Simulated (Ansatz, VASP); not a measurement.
# One calculation of WSe2, two programs

The input INCAR:

```
  PREC = Accurate
  ENCUT = 520
  EDIFF = 1E-6
  ISMEAR = 0
  SIGMA = 0.02
  LREAL = F
  LASPH = T
  NELM = 60
  ALGO = Normal
  ISIF = 2
  LWAVE = F
  LCHARG = F
  LDIPOL = T
  IDIPOL = 3
  DIPOL = 0.5 0.5 0.500
  GGA = PE
  IVDW = 12
  NBANDS = 20
```

The input KPOINTS:

```
regular mesh
0
Gamma
  9 9 1
```

POSCAR

```
WSe2
1.0
    3.2420000000      0.0000000000      0.0000000000
   -1.6210000000      2.8076543591      0.0000000000
    0.0000000000      0.0000000000     32.7373831004
Se W
2 1
Direct
    0.3333333333      0.6666666667      0.4485450625
    0.3333333333      0.6666666667      0.5514549375
    0.6666666667      0.3333333333      0.5000000000
```

Input for Ansatz:

```yaml
crystal:
  lattice:
    - [3.242, 0.0, 0.0]
    - [-1.621, 2.8076543591, 0.0]
    - [0.0, 0.0, 32.7373831004]
  atoms:
    - { symbol: Se, position: [0.3333333333, 0.6666666667, 0.4485450625] }
    - { symbol: W, position: [0.6666666667, 0.3333333333, 0.5] }
    - { symbol: Se, position: [0.3333333333, 0.6666666667, 0.5514549375] }
  periodic: [true, true, false]
basis:
  ecutwfc: 420
kpoints:
  mp_grid: { grid: [9, 9, 1] }
hamiltonian:
  xc: pbe
  pseudopotentials: { kind: paw, azcp: { folder: soft_1 } }
  dispersion: d3bj
scf:
  occupations: { method: gaussian, width: 0.02 }
output:
  forces: true
  stress: true
  eigenvalues: true
```

Alike in both runs: task single point; functional PBE; dispersion D3(BJ); k mesh 9 × 9 × 1; occupations gaussian, width 0.02 eV; no spin polarisation.

|  | VASP | Ansatz |
| --- | --- | --- |
| version | VASP 6.6.1 | Ansatz 0.2.0 |
| potentials or method | VASP PAW PBE potentials, release 64 (Se, W_sv), cutoff 520 eV | scalar-relativistic, plane waves, PAW |
| valence electrons in the cell | 26 | 46 |

Ansatz gave:

```
gap on the k mesh at the Fermi level (eV) : 1.72
least direct gap on the mesh (eV)         : 1.82
rms of the force components (eV/Å)        : 0.141
```

Estimate VASP's values.

gap on the k mesh at the Fermi level (eV): 1.72; least direct gap on the mesh (eV): 1.82; rms of the force components (eV/Å): 0.166.

VASP's potentials hold 26 valence electrons a cell and Ansatz's 46, so a difference there can come from the potentials and not from the codes.

Spin-orbit coupling is off throughout.
